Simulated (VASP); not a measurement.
# Si4S (P4/mmm) in VASP: single point with PBE

Aim: the single point of Si4S with PBE.

Everything below comes from runs of VASP 6.6.1. Logs are shortened: lines on timing, memory, paths and dates and some standing lists are left out, and cuts for length are marked.

## (1) The cell of the first run

Symmetry: P4/mmm, No. 123, tetragonal system. Conventional cell: a = 5.888 Å, b = 5.888 Å, c = 2.550 Å, α = 90.00°, β = 90.00°, γ = 90.00°. Si (site symmetry m2m) has 4 Si at 2.43 to 2.55 Å and 1 S at 2.45 Å within 3.2 Å. Within 3.2 Å of S (site symmetry 4/mmm) lie 4 Si at 2.45 Å and 2 S at 2.55 Å.

## (2) Single point, PBE

File INCAR:

```
PREC = Accurate
ENCUT = 500
EDIFF = 1E-6
ISMEAR = 0
SIGMA = 0.2
LREAL = F
LASPH = T
NELM = 120
ALGO = Normal
ISIF = 2
LWAVE = F
LCHARG = T
GGA = PE
LELF = T
LVHAR = T
NBANDS = 19
GGA_COMPAT = F
```

File KPOINTS:

```
Automatic mesh
0
Gamma
  3 3 5
```

File POSCAR:

```
Si4S
1.0
    5.8876058467      0.0000000000      0.0000000000
    0.0000000000      5.8876058467      0.0000000000
    0.0000000000      0.0000000000      2.5495624392
Si S
4 1
Direct
    0.7063447435      0.2936552565      0.5000000000
    0.2936552565      0.7063447435      0.5000000000
    0.7063447435      0.7063447435      0.5000000000
    0.2936552565      0.2936552565      0.5000000000
    0.0000000000      0.0000000000      0.5000000000
```

Potentials or basis: VASP PAW PBE potentials, release 64 (Si, S).

Run with:

```bash
$ cat potpaw_PBE.64/Si/POTCAR potpaw_PBE.64/S/POTCAR > POTCAR
$ mpirun -np 1 vasp_std > vasp.out
```

OUTCAR:

```text
PREC = Accurate
   ENCUT = 500
   EDIFF = 1E-6
   ISMEAR = 0
   LREAL = F
   LASPH = T
   NELM = 120
   ISIF = 2
   GGA = PE

 ion  position               nearest neighbor table
   1  0.706  0.294  0.500-   3 2.43   4 2.43   5 2.45
   2  0.294  0.706  0.500-   3 2.43   4 2.43   5 2.45
   3  0.706  0.706  0.500-   1 2.43   2 2.43   5 2.45
   4  0.294  0.294  0.500-   1 2.43   2 2.43   5 2.45
   5  0.000  0.000  0.500-   1 2.45   2 2.45   3 2.45   4 2.45

  LATTYP: Found a simple tetragonal cell.
 ALAT       =     5.8876058467
 C/A-ratio  =     0.4330389135

  Lattice vectors:

 A1 = (   5.8876058467,   0.0000000000,   0.0000000000)
 A2 = (   0.0000000000,   5.8876058467,   0.0000000000)
 A3 = (   0.0000000000,   0.0000000000,   2.5495624392)

Analysis of symmetry for initial positions (statically):
=====================================================================
 Subroutine PRICEL returns:
 Original cell was already a primitive cell.

 Routine SETGRP: Setting up the symmetry group for a
 simple tetragonal supercell.

 Subroutine GETGRP returns: Found 16 space group operations
 (whereof 16 operations were pure point group operations)
 out of a pool of 16 trial point group operations.

The static configuration has the point symmetry D_4h.

Analysis of symmetry for dynamics (positions and initial velocities):
=====================================================================
 Subroutine PRICEL returns:
 Original cell was already a primitive cell.

 Routine SETGRP: Setting up the symmetry group for a
 simple tetragonal supercell.

 Subroutine GETGRP returns: Found 16 space group operations
 (whereof 16 operations were pure point group operations)
 out of a pool of 16 trial point group operations.

The dynamic configuration has the point symmetry D_4h.

 Subroutine INISYM returns: Found 16 space group operations
 (whereof 16 operations are pure point group operations),
 and found     1 'primitive' translations

----------------------------------------------------------------------------------------

                                     Primitive cell

[... 76 lines left out ...]
   LSORBIT =      F    spin-orbit coupling
   LASPH  =      T    aspherical Exc in radial PAW
   ENCUT  =  500.0 eV  36.75 Ry    6.06 a.u.  10.73 10.73  4.65*2*pi/ulx,y,z
   NELM   =    120;   NELMIN=  2; NELMDL= -5     # of ELM steps
   EDIFF  = 0.1E-05   stopping-criterion for ELM
   LREAL  =      F    real-space projection
   EDIFFG = 0.1E-04   stopping-criterion for IOM
   NSW    =      0    number of steps for IOM
   IBRION =     -1    ionic relax: 0-MD 1-quasi-New 2-CG
   NFREE  =      0    steps in history (QN), initial steepest desc. (CG)
   ISIF   =      2    stress and relaxation
   ISYM   =      2    0-nonsym 1-usesym 2-fastsym
   POTIM  = 0.5000    time-step for ionic-motion
   TEBEG  =    0.0;   TEEND  =   0.0 temperature during run
   PSTRESS=    0.0 pullay stress
   NELECT =      22.0000    total number of electrons
   NUPDOWN=      -1.0000    fix difference up-down
   EMIN   =  10.00;   EMAX   =-10.00  energy-range for DOS
   EFERMI =   0.00;   METHOD = LEGACY
   ISMEAR =     0;   SIGMA  =   0.20  broadening in eV -4-tet -1-fermi 0-gaus
   EFERMI_NEDOS =   21; number of points for ismear=-14 and -15
   IALGO  =     38    algorithm
   IMIX   =      4    mixing-type and parameters
     AMIX     =   0.40;   BMIX     =  1.00
     AMIX_MAG =   1.60;   BMIX_MAG =  1.00
  volume/ion in A,a.u.               =      17.68       119.28
  Fermi-wavevector in a.u.,A,eV,Ry     =   1.029836  1.946108 14.429821  1.060562
  Thomas-Fermi vector in A             =   2.163904
   LORBIT       =      0    0 simple, 1 ext, 2 COOP (PROOUT), +10 PAW based schemes
   GGA     = PE    functional components
   LHFCALC =     F    Hartree Fock is set to
   AEXX    =    0.0000 exact exchange contribution
   IVDW    =     0    specifies the selected vdW correction
   LEPSILON=     F    determine dielectric tensor
   LRPA    =     F    only Hartree local field effects (RPA)
 non-spin polarized calculation
 Gauss-broadening in eV      SIGMA  =   0.20
  energy-cutoff  :      500.00
  volume of cell :       88.38
 maximum number of plane-waves:      2267
 NGX is ok and might be reduce to    48
   NGX = 21   NGY = 21   NGZ =  9

 number of electron      22.0000000 magnetization

 Free energy of the ion-electron system (eV)
  ---------------------------------------------------
  ext. energy  EPLUGINS =         0.00000000
  ---------------------------------------------------
  free energy    TOTEN  =       -23.83731222 eV

  energy without entropy =      -23.79254806  energy(sigma->0) =      -23.81493014

 E-fermi :   7.3594     XC(G=0): -10.1829

 val. band max:        7.3300953321   @ k =   0.3333   0.0000   0.2000
 cond. band min:       7.3610845396   @ k =   0.3333   0.0000   0.0000
 fundamental gap:      0.0309892075
 Fermi energy:         7.3593600854

 k-point     1 :       0.0000    0.0000    0.0000
  band No.  band energies     occupation
      1      -8.6260      2.00000
      2      -4.3316      2.00000
      3      -2.5638      2.00000
      4      -2.5638      2.00000
      5       1.1714      2.00000
      6       1.4117      2.00000
[... 175 lines left out ...]
      6       2.7846      2.00000
[... 11 lines left out ...]
     18      11.9298      0.00000
     19      12.0732      0.00000

------------------------ aborting loop because EDIFF is reached ----------------------------------------

  FORCE on cell =-STRESS in cart. coord.  units (eV):
  Direction    XX          YY          ZZ          XY          YZ          ZX
  --------------------------------------------------------------------------------------
  -------------------------------------------------------------------------------------
  Total        0.0561709      0.0561709     -0.0227539      0.0000000      0.0000000     -0.0000000
  in kB        1.0183068      1.0183068     -0.4124992      0.0000000      0.0000000     -0.0000000
  external PRESSURE =       0.5413715 kB  Pullay stress =       0.0000000 kB

 VOLUME and BASIS-vectors are now :
 -----------------------------------------------------------------------------
  energy-cutoff  :      500.00
  volume of cell :       88.38
      direct lattice vectors                 reciprocal lattice vectors
     5.887605847  0.000000000  0.000000000     0.169848326  0.000000000  0.000000000
     0.000000000  5.887605847  0.000000000     0.000000000  0.169848326  0.000000000
     0.000000000  0.000000000  2.549562439     0.000000000  0.000000000  0.392224165

 POSITION                                       TOTAL-FORCE (eV/Angst)
 -----------------------------------------------------------------------------------
      4.15868      1.72893      1.27478         0.010156     -0.010156     -0.000000
      1.72893      4.15868      1.27478        -0.010156      0.010156      0.000000
      4.15868      4.15868      1.27478         0.010156      0.010156      0.000000
      1.72893      1.72893      1.27478        -0.010156     -0.010156      0.000000
      0.00000      0.00000      1.27478         0.000000      0.000000      0.000000
 -----------------------------------------------------------------------------------
    total drift:                               -0.000000     -0.000000      0.000000

  FREE ENERGIE OF THE ION-ELECTRON SYSTEM (eV)
  ---------------------------------------------------
  free  energy   TOTEN  =       -23.8373122185 eV

  energy  without entropy=      -23.7925480635  energy(sigma->0) =      -23.81493014
```

OSZICAR:

```text
N       E                     dE             d eps       ncg     rms          rms(c)
DAV:   1     0.437539093822E+02    0.43754E+02   -0.84984E+03   342   0.938E+02
DAV:   2    -0.208217997391E+02   -0.64576E+02   -0.62460E+02   447   0.140E+02
DAV:   3    -0.241635296270E+02   -0.33417E+01   -0.32982E+01   436   0.291E+01
DAV:   4    -0.242024195014E+02   -0.38890E-01   -0.38846E-01   449   0.388E+00
DAV:   5    -0.242029431643E+02   -0.52366E-03   -0.52363E-03   437   0.428E-01    0.123E+01
DAV:   6    -0.238701576636E+02    0.33279E+00   -0.64736E-01   398   0.408E+00    0.772E+00
DAV:   7    -0.238395876435E+02    0.30570E-01   -0.21259E-01   430   0.209E+00    0.222E+00
DAV:   8    -0.238375592840E+02    0.20284E-02   -0.27902E-02   377   0.863E-01    0.314E-01
DAV:   9    -0.238372511300E+02    0.30815E-03   -0.18858E-03   441   0.235E-01    0.180E-01
DAV:  10    -0.238373089989E+02   -0.57869E-04   -0.39332E-04   392   0.974E-02    0.888E-02
DAV:  11    -0.238373124485E+02   -0.34496E-05   -0.47217E-05   427   0.395E-02    0.187E-02
DAV:  12    -0.238373120139E+02    0.43457E-06   -0.12768E-05   400   0.195E-02    0.800E-03
DAV:  13    -0.238373122185E+02   -0.20454E-06   -0.11970E-06   316   0.631E-03
   1 F= -.23837312E+02 E0= -.23814930E+02  d E =-.447642E-01
```

stdout:

```text
POSCAR found type information on POSCAR SiS
 POSCAR found :  2 types and       5 ions
 scaLAPACK will be used
 LDA part: xc-table for (Slater+PW92), standard interpolation
 POSCAR, INCAR and KPOINTS ok, starting setup
 FFT: planning ... GRIDC
 FFT: planning ... GRID_SOFT
 FFT: planning ... GRID
 WAVECAR not read
 entering main loop
```

Run time: 15 s. Hardware: 1 thread of Intel Xeon Platinum 8488C (Sapphire Rapids), shared host; peak memory 0.19 GiB.

What came out:

```
Free energy            : -23.8373 eV
Pressure               : 0.1 GPa
Largest force          : 0.014 eV/Å
Band gap on the k mesh : zero (band 11 reaches 9.09 eV, above the bottom of band 12 at 5.67 eV)
```

Forces in eV/Å, atoms in the order of the input:
```
Si   0.010 -0.010  0.000
Si  -0.010  0.010  0.000
Si   0.010  0.010  0.000
Si  -0.010 -0.010  0.000
S    0.000  0.000  0.000
```

Stress tensor (GPa, compression positive):
```
 0.10  0.00  0.00
 0.00  0.10  0.00
 0.00  0.00 -0.04
```

Levels at points of the mesh, in eV from the Fermi level:
```csv
k point,band 8,band 9,band 10,band 11,band 12,band 13
"(0.00, 0.00, 0.00)",-5.35,-3.47,1.67,1.67,2.48,4.22
```

Caveat: the k points lie up to 0.49 Å⁻¹ apart.
